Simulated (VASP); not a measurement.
A run of VASP 6.6.1 is set up as follows.

The input INCAR:

```
  PREC = Accurate
  ENCUT = 600
  EDIFF = 1E-6
  ISMEAR = 0
  SIGMA = 0.1
  LREAL = False
  LASPH = True
  NELM = 120
  ALGO = Normal
  ISIF = 2
  LWAVE = False
  LCHARG = True
  GGA = PE
  LELF = True
  LVHAR = True
  NBANDS = 8
  GGA_COMPAT = False
```

File KPOINTS:

```
Automatic mesh
0
Gamma
  20 20 20
```

The input POSCAR:

```
N
1.0
    0.0000000000      1.5410518413      1.5410518413
    1.5218001526     -0.0040554405      1.5451072818
    1.5108302638      1.5341373930      0.0069144483
N
1
Direct
    0.0000000000      0.0000000000      0.0000000000
```

Potentials or basis: VASP PAW PBE potentials, release 64 (N).

Run with:

```bash
$ cat potpaw_PBE.64/N/POTCAR > POTCAR
$ mpirun -np 1 vasp_std > vasp.out
```

What does it give for the band gap on the k mesh?

Zero (an odd number of electrons rules out a gap without spin polarisation).

What does it give for the pressure?

10.3 GPa.

Stress tensor (GPa, compression positive):
```
 5.92 -1.53  1.53
-1.53 12.52  0.41
 1.53  0.41 12.52
```

Caveat: the cell differs from its parent crystal (strained); the cell stands under pressure.
